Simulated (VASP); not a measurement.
Crystal: Y.

```
Y
1.0
     3.61810    0.00000    0.00000
    -1.80905    3.13336    0.00000
     0.00000    0.00000   11.76464
Y
4
Direct
  0.66667 0.33333 0.75000
  0.00000 0.00000 0.50000
  0.33333 0.66667 0.25000
  0.00000 0.00000 0.00000
```

Base run:

- Program: VASP 6.6.1
- Functional: PBEsol
- Potentials or basis: VASP PAW PBE potentials, release 64 (Y_sv)
- Cutoff: 520 eV
- k mesh: 8 × 8 × 3
- Occupations: fermi-dirac, width 0.05 eV
- Spin: no spin polarisation

Its results: band gap on the k mesh zero (bands 22 and 23 overlap by 1.03 eV); pressure -3.0 GPa.

Question: The run is repeated on the same cell with these changes: functional from PBEsol to PBE. What comes out?

Answer: Band gap on the k mesh zero (bands 22 and 23 overlap by 1.04 eV); pressure -1.1 GPa.

PBE binds less tightly than PBEsol, so the same cell stands under more pressure.

Caveats: the PAW data sets were made with another functional, which shifts forces and pressure a little (at least some runs).
